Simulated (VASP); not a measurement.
Wanted: the native input for a VASP 6.6.1 run.

```yaml
Task: single point
Functional: PBE
Dispersion: D3(BJ)
Potentials_or_basis: VASP PAW PBE potentials, release 64 (Ba_sv, O_h)
Cutoff: 1340 eV
k_mesh: 8 × 8 × 8
Occupations: gaussian, width 0.01 eV
Spin: no spin polarisation
Dipole_correction: no
Further_INCAR_settings: ALGO = Normal; EDIFF = 1e-06; NBANDS = 15
```

The structure of BaO lies in POSCAR:

```
BaO
1.0
    3.9091853502      0.0000000000      0.0000000000
    1.9545926751      3.3854538214      0.0000000000
    1.9545926751      1.1284846071      3.1918364727
Ba O
1 1
Direct
    0.0000000000      0.0000000000      0.0000000000
    0.5000000000      0.5000000000      0.5000000000
```

These files were run (other wordings do the same):

INCAR

```
PREC = Accurate ; ENCUT = 1340
EDIFF = 1E-6 ; ISMEAR = 0
SIGMA = 0.01 ; LREAL = F
LASPH = T ; NELM = 120
ALGO = Normal ; ISIF = 2
LWAVE = F ; LCHARG = F
GGA = PE ; IVDW = 12
NBANDS = 15 ; GGA_COMPAT = F
```

KPOINTS

```
Automatic mesh
0
Gamma
  8 8 8
```

Potentials or basis: VASP PAW PBE potentials, release 64 (Ba_sv, O_h).

Command:

```console
$ cat potpaw_PBE.64/Ba_sv/POTCAR potpaw_PBE.64/O_h/POTCAR > POTCAR
$ mpirun -np 1 vasp_std > vasp.out
```

It gave:

```json
{"Pressure": "1.7 GPa", "Band gap on the k mesh": "1.96 eV", "Dispersion energy per atom": "-0.228 eV"}
```

Caveat: spin-orbit coupling is left out, which moves the levels of the heavy elements.

Wall time 120 s on 1 thread of AMD EPYC 7R43 64-Core Processor (Zen 3), with other jobs on the host, peak memory 0.33 GiB.
